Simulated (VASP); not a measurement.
# Al2Cu: vibrations by perturbation theory with PBEsol

Crystal: Al2Cu.

```
CELL_PARAMETERS angstrom
-1.98564 1.98564 2.80812
1.98564 -1.98564 2.80812
1.98564 1.98564 -2.80812
ATOMIC_POSITIONS crystal
Al 0.75000 0.25000 0.50000
Al 0.25000 0.75000 0.50000
Cu 0.50000 0.50000 0.00000
```

| Item | Value |
| --- | --- |
| Program | VASP 6.6.1 |
| Task | vibrations by perturbation theory |
| Functional | PBEsol |
| Potentials or basis | VASP PAW PBE potentials, release 64 (Al, Cu) |
| Cutoff | 520 eV |
| k mesh | 14 × 14 × 14 |
| Occupations | fermi-dirac, width 0.15 eV |
| Spin | no spin polarisation |
| Dipole correction | no |
| Further INCAR settings | ALGO = Fast; EDIFF = 1e-08; NBANDS = 16; IBRION = 8; NSW = 1 |

```yaml
Highest_phonon_frequency_at_Γ_LO-TO_splitting_left_out: 320 cm⁻¹
```

Phonon frequencies in cm⁻¹ (negative: imaginary):
| q point | frequencies |
| --- | --- |
| (0.000, 0.000, 0.000) | -1 -1 -1 295 295 295 320 320 320 |

Wall time 17 min on 1 thread of Intel(R) Xeon(R) Platinum 8488C (Sapphire Rapids) (shared host), peak memory 1.1 GiB.

Caveat: the cell wasn't relaxed at this level first, which shifts response properties.
